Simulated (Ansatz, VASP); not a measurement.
## Sc3B2N: VASP beside Ansatz

```
CELL_PARAMETERS angstrom
3.29504 0.00000 0.00000
0.00000 3.29504 0.00000
0.00000 0.00000 7.68272
ATOMIC_POSITIONS crystal
Sc 0.00000 0.00000 0.63812
Sc 0.00000 0.00000 0.25788
Sc 0.50000 0.50000 0.96949
B 0.00000 0.00000 0.93643
B 0.50000 0.50000 0.44257
N 0.50000 0.50000 0.25550
```

Change from the starting cell: species swapped into the Dy2CuAg3 type (P4mm, No. 99).

Alike in both runs: functional PBE; k mesh 6 × 6 × 2; occupations gaussian, width 0.1 eV; no spin polarisation.

Ansatz relaxed the structure, and its values are those at the end. VASP's run is a single point on that final structure, the one shown.

|  | VASP | Ansatz |
| --- | --- | --- |
| version | VASP 6.6.1 | Ansatz 0.2.0 |
| potentials or method | VASP PAW PBE potentials, release 64 (Sc_sv, B, N), cutoff 520 eV | scalar-relativistic, plane waves, PAW |
| valence electrons in the cell | 44 | 44 |

VASP gave:

- gap on the k mesh at the Fermi level (eV): none
- pressure (GPa): 0.5
- rms of the force components (eV/Å): 0.015

**Question.** Which values does Ansatz return?

**Answer.** gap on the k mesh at the Fermi level (eV): none; pressure (GPa): 0.2; rms of the force components (eV/Å): 0.006.

A gap of «none» marks a metal or a gap that the smearing closes.

The k mesh is coarse, so the values compare programs but aren't converged.
